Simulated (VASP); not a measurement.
A run of VASP 6.6.1 is set up as follows.

File INCAR:

```
SYSTEM = C
  PREC = Accurate
  ENCUT = 520
  EDIFF = 1E-6
  ISMEAR = 0
  SIGMA = 0.15
  LREAL = .False.
  LASPH = .True.
  NELM = 100
  ALGO = Normal
  ISIF = 2
  LWAVE = .False.
  LCHARG = .False.
  GGA = PS
  IVDW = 12
  NBANDS = 11
```

File KPOINTS:

```
regular mesh
0
Gamma
  21 21 12
  0 0 0
```

Contents of POSCAR:

```
C
1.0
    2.4576582469      0.0000000000      0.0000000000
   -1.2288291235      2.1283944757      0.0000000000
    0.0000000000      0.0000000000      3.5294822413
C
2
Direct
    0.3251955054      0.6666666667      0.0000000000
    0.6748044946      0.3333333333      0.0000000000
```

Potentials or basis: VASP PAW PBE potentials, release 64 (C).

Command:

```sh
$ cat potpaw_PBE.64/C/POTCAR > POTCAR
$ mpirun -np 1 vasp_std > vasp.out
```

(1) What does it give for the largest force?

(2) Predict the band gap on the k mesh.

(3) Estimate the pressure.

Answers

(1) 2.220 eV/Å.

(2) zero (bands 4 and 5 overlap by 0.48 eV).

(3) 1.4 GPa.

Caveat: the cell differs from its parent crystal (atoms displaced along a vibrational mode); the PAW data sets were made with another functional, which shifts forces and pressure a little.
